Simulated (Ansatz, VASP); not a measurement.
MnO2: VASP beside Ansatz

```xyz
12
Lattice="9.3200 0.0000 0.0000 0.0000 2.8500 0.0000 0.0000 0.0000 4.4600" Properties=species:S:1:pos:R:3 pbc="T T T"
Mn    5.9648    0.7125    2.1408
Mn    3.3552    2.1375    2.3192
Mn    1.3048    0.7125    0.0892
Mn    8.0152    2.1375    4.3708
O     4.9862    2.1375    1.2934
O     4.3338    0.7125    3.1666
O     0.3262    2.1375    0.9366
O     8.9938    0.7125    3.5234
O     7.3162    0.7125    0.8474
O     2.0038    2.1375    3.6126
O     2.6562    0.7125    1.3826
O     6.6638    2.1375    3.0774
```

Alike in both runs: task single point; functional PBE; k mesh 2 × 6 × 4; occupations fermi-dirac, width 0.05 eV; collinear spin; Hubbard terms Mn d U = 3.9 eV.

|  | VASP | Ansatz |
| --- | --- | --- |
| version | VASP 6.6.1 | Ansatz 0.2.0 |
| potentials or method | VASP PAW PBE potentials, release 64 (Mn_pv, O), cutoff 520 eV | PAW, plane waves, scalar-relativistic |
| valence electrons in the cell | 100 | 108 |

```tsv
	VASP	Ansatz	Ansatz less VASP
pressure (GPa)	13.2	11.9	-1.34
traceless stress, the component that is largest in VASP (GPa)	-5.45	-5.48	-0.036
rms of the force components (eV/Å)	0.850	0.826	-0.0234
net moment per atom (μB)	0.00	0.00	0.000
size of the moment on the site where the two differ most (μB)	2.97	2.56	-0.405
```

Site moments also hang on the region over which each program counts them. The programs project onto different local orbitals, so the same U acts differently, and such runs can settle in different states. Atom by atom the forces differ by 0.045 eV/Å (rms over components). VASP's potentials hold 100 valence electrons a cell and Ansatz's 108, so a difference there can come from the potentials and not from the codes.
